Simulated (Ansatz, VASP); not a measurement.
## One calculation of C, two programs

POSCAR

```
C
1.0
    1.2279212041      2.1267565396      0.0000000000
    1.2279212041     -2.1267565396      0.0000000000
    0.0000000000      0.0000000000     -7.1235273225
C
4
Direct
    0.1667039277      0.8332960723      0.0245664812
    0.6667039277      0.3332960723      0.4754335188
    0.8332960723      0.1667039277      0.0245664812
    0.3332960723      0.6667039277      0.4754335188
```

File INCAR.step1:

```
SYSTEM = C
  ALGO = Normal
  EDIFF = 1E-4
  ENCUT = 520
  GGA = PE
  ISMEAR = 0
  LASPH = .True.
  LCHARG = .False.
  LREAL = .False.
  LWAVE = .True.
  NBANDS = 16
  NELM = 80
  PREC = Accurate
  SIGMA = 0.05
```

The input INCAR.step2:

```
SYSTEM = C
  ALGO = Normal
  EDIFF = 1E-6
  ENCUT = 520
  ISIF = 2
  ISMEAR = 0
  ISTART = 1
  LASPH = .True.
  LCHARG = .True.
  LELF = .True.
  LMIXTAU = .True.
  LREAL = .False.
  LVHAR = .True.
  LWAVE = .False.
  METAGGA = R2SCAN
  NBANDS = 16
  NELM = 80
  PREC = Accurate
  SIGMA = 0.05
```

KPOINTS

```
k-points
0
Gamma
  12 12 4
  0 0 0
```

Input for Ansatz:

```yaml
crystal:
  lattice:
    - [1.2279212041, 2.1267565396, 0.0]
    - [1.2279212041, -2.1267565396, 0.0]
    - [0.0, 0.0, -7.1235273225]
  atoms:
    - { symbol: C, position: [0.1667039277, 0.8332960723, 0.0245664812] }
    - { symbol: C, position: [0.6667039277, 0.3332960723, 0.4754335188] }
    - { symbol: C, position: [0.8332960723, 0.1667039277, 0.0245664812] }
    - { symbol: C, position: [0.3332960723, 0.6667039277, 0.4754335188] }
basis:
  ecutwfc: 500
kpoints:
  mp_grid: { grid: [12, 12, 4] }
hamiltonian:
  xc: r2scan
scf:
  occupations: { method: gaussian, width: 0.05 }
output:
  forces: true
  stress: true
  eigenvalues: true
```

Change from the starting cell: mode 6 (69.8 1/cm) frozen in, largest displacement +0.175 Å.

Alike in both runs: task single point; functional r2SCAN; k mesh 12 × 12 × 4; occupations gaussian, width 0.05 eV; no spin polarisation.

```csv
,VASP,Ansatz
version,VASP 6.6.1,Ansatz 0.2.0
potentials or method,"VASP PAW PBE potentials, release 64 (C), cutoff 520 eV","scalar-relativistic, plane waves, PAW"
valence electrons in the cell,16,16
```

```tsv
	VASP	Ansatz	Ansatz less VASP
gap on the k mesh at the Fermi level (eV)	0.22	0.22	0.000
least direct gap on the mesh (eV)	0.22	0.22	0.000
pressure (GPa)	1.0	0.4	-0.64
traceless stress, the component that is largest in VASP (GPa)	-0.37	-0.74	-0.369
rms of the force components (eV/Å)	0.046	0.046	-0.0001
```

VASP's potentials were made for PBE, not for r2SCAN. Atom by atom the forces differ by 0.000 eV/Å (rms over components).
